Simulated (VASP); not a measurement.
Wanted: the native input for a VASP 6.6.1 run.

```yaml
Task: single point
Functional: r2SCAN
Potentials_or_basis: VASP PAW PBE potentials, release 64 (Li_sv, Se)
Cutoff: 830 eV
k_mesh: 8 × 8 × 8
Occupations: gaussian, width 0.01 eV
Spin: no spin polarisation
Dipole_correction: no
Further_INCAR_settings: ALGO = Normal; EDIFF = 1e-06; NBANDS = 13
```

The system is Li2Se.

```
Li Se
1.0
     2.89993    2.89993    0.00000
    -2.89993    2.89993    0.00000
     0.00000    2.89993    2.89993
Li Se
2 1
Direct
  0.25000 0.75000 0.50000
  0.75000 0.25000 0.50000
  0.00000 0.00000 0.00000
```

The input as run:

POSCAR

```
Li2Se
1.0
    2.8999270758      2.8999270758      0.0000000000
   -2.8999270758      2.8999270758      0.0000000000
    0.0000000000      2.8999270758      2.8999270758
Li Se
2 1
Direct
    0.2500000000      0.7500000000      0.5000000000
    0.7500000000      0.2500000000      0.5000000000
    0.0000000000      0.0000000000      0.0000000000
```

INCAR.step1

```
SYSTEM = Li2Se
ALGO = Normal
EDIFF = 1E-5
ENCUT = 830
GGA = PE
GGA_COMPAT = .FALSE.
ISMEAR = 0
LASPH = .TRUE.
LCHARG = .FALSE.
LREAL = .FALSE.
LWAVE = .TRUE.
NBANDS = 13
NELM = 120
PREC = Accurate
SIGMA = 0.01
```

INCAR.step2

```
SYSTEM = Li2Se
ALGO = Normal
EDIFF = 1E-6
ENCUT = 830
GGA_COMPAT = .FALSE.
ISIF = 2
ISMEAR = 0
ISTART = 1
LASPH = .TRUE.
LCHARG = .TRUE.
LELF = .TRUE.
LMIXTAU = .TRUE.
LREAL = .FALSE.
LVHAR = .TRUE.
LWAVE = .FALSE.
METAGGA = R2SCAN
NBANDS = 13
NELM = 120
PREC = Accurate
SIGMA = 0.01
```

KPOINTS

```
k-points
0
G
  8 8 8
  0 0 0
```

Potentials or basis: VASP PAW PBE potentials, release 64 (Li_sv, Se).

Run with:

```bash
$ cat potpaw_PBE.64/Li_sv/POTCAR potpaw_PBE.64/Se/POTCAR > POTCAR
$ cp INCAR.step1 INCAR
$ mpirun -np 1 vasp_std > vasp.out
$ cp INCAR.step2 INCAR
$ mpirun -np 1 vasp_std > vasp.out
```

Results of the run:

| Item | Value |
| --- | --- |
| Pressure | 3.9 GPa |
| Band gap on the k mesh | 3.37 eV (least direct gap 4.64 eV) |

Caveat: the cell stands under pressure; the PAW data sets were made with another functional, which shifts forces and pressure a little.

It took 72 s on 1 thread of Intel(R) Xeon(R) 6975P-C (Granite Rapids), with other jobs on the host, peak memory 0.27 GiB.
